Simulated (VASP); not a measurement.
# La3In9CO2 in VASP: a series of runs, part 2 of 2

VASP 6.6.1. Earlier steps stand in the parts before.

## Step 3: Single point, LDA

The input, INCAR:

```
SYSTEM = La3In9CO2
  PREC = Accurate
  ENCUT = 520
  EDIFF = 1E-7
  ISMEAR = -1
  SIGMA = 0.15
  LREAL = Auto
  LASPH = .True.
  NELM = 80
  ALGO = Normal
  ISIF = 2
  LWAVE = .False.
  LCHARG = .False.
  GGA = CA
  NBANDS = 96
```

The input, KPOINTS:

```
Automatic mesh
0
Gamma
  2 2 1
  0 0 0
```

The input, POSCAR:

```
La3In9CO2
1.0
    6.7515270000      0.0000000000      0.0000000000
    3.3757630000      5.8469940000      0.0000000000
    0.0000000000      0.0000000000     19.5125990000
La In C O
3 9 1 2
Direct
    0.0000000000      0.0000000000      0.0512489392
    0.6666834464      0.6666844536      0.1943359775
    0.3334216514      0.3336415259      0.3317292586
    0.5000054062      0.0000000000      0.0512489392
    0.0000024836      0.5000005131      0.0512489392
    0.4999930783      0.5000005131      0.0512489392
    0.1668388395      0.6662739863      0.1918811533
    0.6663972537      0.1667181461      0.1919170276
    0.1668760431      0.1667865573      0.1918965280
    0.8489678592      0.3024118034      0.3315447624
    0.3028110195      0.8493082086      0.3316626350
    0.8478632847      0.8491200778      0.3317651329
    0.6674610801     -0.0233966377      0.5055605355
    0.6104581466      0.1734053430      0.5012556246
    0.7217092018     -0.2189843191      0.5073081244
```

Potentials or basis: VASP PAW LDA potentials, release 64 (La, In_d, C, O).

Launch:

```console
cat potpaw_LDA.64/La/POTCAR potpaw_LDA.64/In_d/POTCAR potpaw_LDA.64/C/POTCAR potpaw_LDA.64/O/POTCAR > POTCAR
mpirun -np 1 vasp_std > vasp.out
```

OUTCAR:

```text
SYSTEM = La3In9CO2
   PREC = Accurate
   ENCUT = 520
   EDIFF = 1E-7
   ISMEAR = -1
   LREAL = Auto
   LASPH = .True.
   NELM = 80
   ISIF = 2
   GGA = CA

 ion  position               nearest neighbor table
   1  0.000  0.000  0.051-   7 3.37   9 3.37   8 3.37   4 3.38   6 3.38   5 3.38   5 3.38   6 3.38
                             4 3.38
   2  0.667  0.667  0.194-   8 3.38   7 3.38   9 3.38   9 3.38   7 3.38   8 3.38   4 3.40   5 3.40
                             6 3.41  10 3.42  11 3.42  12 3.42
   3  0.333  0.334  0.332-   7 3.35   8 3.35   9 3.35  12 3.38  11 3.38  10 3.38  10 3.38  11 3.38
                            12 3.38
   4  0.500  0.000  0.051-   9 3.37   8 3.37   6 3.38   1 3.38   5 3.38   5 3.38   1 3.38   6 3.38
                             2 3.40
   5  0.000  0.500  0.051-   7 3.37   9 3.37   6 3.38   1 3.38   4 3.38   4 3.38   1 3.38   6 3.38
                             2 3.40
   6  0.500  0.500  0.051-   7 3.37   8 3.37   5 3.38   4 3.38   1 3.38   1 3.38   4 3.38   5 3.38
                             2 3.41
   7  0.167  0.666  0.192-  11 3.31  12 3.31   3 3.35   5 3.37   6 3.37   1 3.37   9 3.37   8 3.37
                             2 3.38   2 3.38   8 3.38   9 3.38
   8  0.666  0.167  0.192-  10 3.30  12 3.30   3 3.35   4 3.37   6 3.37   1 3.37   9 3.37   7 3.37
[... 606 lines left out ...]
  -------------------------------------------------------------------------------------
  Total      -14.8074492    -17.6281823     -2.2486437     -0.7656595      0.1737675     -0.1764246
  in kB      -30.7993150    -36.6664056     -4.6771516     -1.5925625      0.3614344     -0.3669610
  external PRESSURE =     -24.0476241 kB  Pullay stress =       0.0000000 kB

 VOLUME and BASIS-vectors are now :
 -----------------------------------------------------------------------------
  energy-cutoff  :      520.00
  volume of cell :      770.28
      direct lattice vectors                 reciprocal lattice vectors
     6.751527000  0.000000000  0.000000000     0.148114641 -0.085514014  0.000000000
     3.375763000  5.846994000  0.000000000     0.000000000  0.171028053  0.000000000
     0.000000000  0.000000000 19.512599000     0.000000000  0.000000000  0.051248939

 POSITION                                       TOTAL-FORCE (eV/Angst)
 -----------------------------------------------------------------------------------
      0.00000      0.00000      1.00000        -0.002022     -0.003481      0.069087
      6.75170      3.89810      3.79200         0.000808     -0.002315      0.264109
      3.37740      1.95080      6.47290         0.046035      0.006715      0.054564
      3.37580      0.00000      1.00000        -0.002671      0.402144      0.072918
      1.68790      2.92350      1.00000         0.340639     -0.199148      0.065407
      5.06360      2.92350      1.00000        -0.338818     -0.198486      0.059969
      3.37560      3.89570      3.74410        -0.005438     -0.012099     -0.079893
      5.06200      0.97480      3.74480        -0.021881      0.007493     -0.087715
      1.68970      0.97520      3.74440         0.016094      0.010802     -0.087420
      6.75270      1.76820      6.46930         0.021747      0.229299     -0.073763
      4.91150      4.96590      6.47160         0.202067     -0.099437     -0.044849
      8.59080      4.96480      6.47360        -0.189173     -0.134532     -0.107378
      7.80316      5.71019      9.86480        -0.053331      0.055007     -0.480042
      4.70690      1.01390      9.78080        -0.421864     -1.386012      0.194708
      7.50916      4.56659      9.89890         0.407807      1.324051      0.180299
 -----------------------------------------------------------------------------------
    total drift:                                0.003844     -0.012704     -0.068902

  FREE ENERGIE OF THE ION-ELECTRON SYSTEM (eV)
  ---------------------------------------------------
  free  energy   TOTEN  =       -73.0287493652 eV

  energy  without entropy=      -72.4638456930  energy(sigma->0) =      -72.74629753
```

OSZICAR:

```text
N       E                     dE             d eps       ncg     rms          rms(c)
DAV:   1     0.196442136662E+04    0.19644E+04   -0.70330E+04   768   0.198E+03
DAV:   2     0.505891297249E+03   -0.14585E+04   -0.13945E+04   808   0.497E+02
DAV:   3     0.364338779145E+02   -0.46946E+03   -0.45962E+03   960   0.286E+02
[... 23 lines left out ...]
DAV:  27    -0.730287489214E+02   -0.17262E-06   -0.14711E-06   552   0.136E-03    0.313E-05
DAV:  28    -0.730287490578E+02   -0.13650E-06   -0.12898E-06   504   0.122E-03    0.247E-05
DAV:  29    -0.730287491736E+02   -0.11580E-06   -0.11324E-06   504   0.112E-03    0.203E-05
DAV:  30    -0.730287492757E+02   -0.10202E-06   -0.10003E-06   480   0.103E-03    0.138E-05
DAV:  31    -0.730287493652E+02   -0.89542E-07   -0.88413E-07   480   0.951E-04
   1 F= -.73028749E+02 E0= -.72746298E+02  d E =-.564904E+00
```

It took 20 min on 1 thread of Intel Xeon 8259CL, shared host; peak memory 0.67 GiB.

Results:

- Free energy: -73.0287 eV
- Largest force: 1.462 eV/Å
- Band gap on the k mesh: zero (bands 83 and 84 overlap by 0.11 eV)

Forces on the atoms (eV/Å):
```
La  -0.002 -0.003  0.069
La   0.001 -0.002  0.264
La   0.046  0.007  0.055
In  -0.003  0.402  0.073
In   0.341 -0.199  0.065
In  -0.339 -0.198  0.060
In  -0.005 -0.012 -0.080
In  -0.022  0.007 -0.088
In   0.016  0.011 -0.087
In   0.022  0.229 -0.074
In   0.202 -0.099 -0.045
In  -0.189 -0.135 -0.107
C   -0.053  0.055 -0.480
O   -0.422 -1.386  0.195
O    0.408  1.324  0.180
```

Levels at points of the mesh, in eV from the Fermi level:
| k point | band 80 | band 81 | band 82 | band 83 | band 84 | band 85 | band 86 | band 87 |
| --- | --- | --- | --- | --- | --- | --- | --- | --- |
| (0.00, 0.00, 0.00) | -1.12 | -0.23 | -0.20 | -0.20 | -0.19 | -0.17 | 0.70 | 0.71 |
| (0.50, 0.00, 0.00) | -0.70 | -0.55 | -0.47 | -0.09 | 0.37 | 0.52 | 0.55 | 0.94 |
| (0.50, 0.50, 0.00) | -0.70 | -0.55 | -0.46 | -0.07 | 0.37 | 0.51 | 0.54 | 0.94 |
| (0.00, 0.50, 0.00) | -0.70 | -0.55 | -0.46 | -0.08 | 0.37 | 0.51 | 0.60 | 0.95 |

Caveat: the k points lie up to 0.54 Å⁻¹ apart; there is no dipole correction, which matters where the two faces differ; spin-orbit coupling is left out, which moves the levels of the heavy elements.

## Step 4: Single point, LDA

The input, INCAR:

```
PREC = Accurate
ENCUT = 520
EDIFF = 1E-6
ISMEAR = -1
SIGMA = 0.15
LREAL = Auto
LASPH = True
NELM = 60
ALGO = Normal
ISIF = 2
LWAVE = False
LCHARG = False
GGA = CA
NBANDS = 96
```

The input, KPOINTS:

```
regular mesh
0
Gamma
  2 2 1
```

The input, POSCAR:

```
La3In9CO2
1.0
    6.7515270000      0.0000000000      0.0000000000
    3.3757630000      5.8469940000      0.0000000000
    0.0000000000      0.0000000000     19.5125990000
La In C O
3 9 1 2
Direct
    0.0000000000      0.0000000000      0.0512489392
    0.6664550144      0.6666673508      0.1990252554
    0.3367168349      0.3330942361      0.3310732722
    0.5000054062      0.0000000000      0.0512489392
    0.0000024836      0.5000005131      0.0512489392
    0.4999930783      0.5000005131      0.0512489392
    0.1674044599      0.6649057618      0.1900566911
    0.6646213909      0.1672483331      0.1900464413
    0.1677673073      0.1675219780      0.1899849425
    0.8570111973      0.2927829240      0.3280444599
    0.2922035440      0.8559783027      0.3293256834
    0.8570085031      0.8499068068      0.3248824003
    0.7327562088     -0.0324440217      0.4153880270
    0.6238482249      0.1827947831      0.4293636127
    0.8038258874     -0.1995555323      0.4525998817
```

Launch:

```console
cat potpaw_LDA.64/La/POTCAR potpaw_LDA.64/In_d/POTCAR potpaw_LDA.64/C/POTCAR potpaw_LDA.64/O/POTCAR > POTCAR
mpirun -np 1 vasp_std > vasp.out
```

It took 19 min on 1 thread of Intel Xeon 8259CL, shared host; peak memory 0.66 GiB.

The run converged. Its results:

```yaml
Free_energy: -72.5120 eV
Largest_force: 4.859 eV/Å
Band_gap_on_the_k_mesh: 0.08 eV (least direct gap 0.16 eV)
```

Forces in eV/Å, atoms in the order of the input:
```
La   0.029 -0.017 -0.118
La  -0.175 -0.006  0.069
La   0.445 -0.326  0.756
In  -0.126  0.337  0.139
In   0.290 -0.190  0.138
In  -0.258 -0.102  0.067
In   0.020 -0.047 -0.102
In  -0.068 -0.039 -0.034
In   0.146 -0.008 -0.177
In   0.340  0.743 -0.134
In   0.417 -0.206 -0.218
In   0.484 -2.087 -4.361
C   -0.717  2.205  3.165
O   -0.653  0.115 -0.133
O   -0.173 -0.370  0.944
```

Levels at points of the mesh, in eV from the valence-band top:
```tsv
k point	band 80	band 81	band 82	band 83	band 84	band 85	band 86	band 87
(0.00, 0.00, 0.00)	-1.09	-0.53	-0.14	-0.08	0.08	0.12	0.61	0.88
(0.50, 0.00, 0.00)	-0.66	-0.41	-0.34	0.00	0.42	0.60	0.72	1.10
(0.50, 0.50, 0.00)	-0.57	-0.49	-0.28	0.00	0.36	0.48	0.63	1.01
(0.00, 0.50, 0.00)	-0.57	-0.48	-0.41	-0.11	0.44	0.51	0.98	1.06
```

Caveat: the k points lie up to 0.54 Å⁻¹ apart; the smearing spreads over this small gap; there is no dipole correction, which matters where the two faces differ; spin-orbit coupling is left out, which moves the levels of the heavy elements.

## Step 5: Summary

| cell | gap on the mesh (eV) | largest force (eV/Å) |
| --- | --- | --- |
| as given, atomic positions A | none | 2.59 |
| as given, atomic positions B | none | 1.46 |
| as given, atomic positions C | 0.08 | 4.86 |

Alike in all rows: task single point; level LDA; potentials or basis VASP PAW LDA potentials, release 64 (La, In_d, C, O); no spin polarisation; k mesh 2 × 2 × 1; cutoff (eV) 520; smearing fermi-dirac 0.15 eV.

Caveats: all runs use coarse meshes; there is no dipole correction, which matters where the two faces differ; spin-orbit coupling is left out, which moves the levels of the heavy elements; the smearing spreads over this small gap (at least some runs).

Absolute energies hang on the potentials; compare differences alone.
